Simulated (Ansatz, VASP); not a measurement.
**One calculation of ZnCu, two programs**

```
Zn Cu
1.0
     1.57087   -2.23936    0.00000
     1.57087    2.23936    0.00000
     0.00000    0.00000    3.71556
Zn Cu
1 1
Direct
  0.50000 0.50000 0.50000
  0.00000 0.00000 0.00000
```

Alike in both runs: task single point; functional PBE; k mesh 22 × 22 × 14; occupations gaussian, width 0.15 eV; no spin polarisation.

|  | VASP | Ansatz |
| --- | --- | --- |
| version | VASP 6.6.1 | Ansatz 0.2.0 |
| potentials or method | VASP PAW PBE potentials, release 64 (Zn, Cu), cutoff 520 eV | scalar-relativistic, plane waves, PAW |
| valence electrons in the cell | 23 | 31 |

VASP gave:

```
gap on the k mesh at the Fermi level (eV)                     : none
pressure (GPa)                                                : 3.7
traceless stress, the component that is largest in VASP (GPa) : -13.15
```

Q: Estimate Ansatz's values.

A: gap on the k mesh at the Fermi level (eV): none; pressure (GPa): 3.1; traceless stress, the component that is largest in VASP (GPa): -13.02.

A gap of «none» marks a metal or a gap that the smearing closes. VASP's potentials hold 23 valence electrons a cell and Ansatz's 31, so a difference there can come from the potentials and not from the codes.
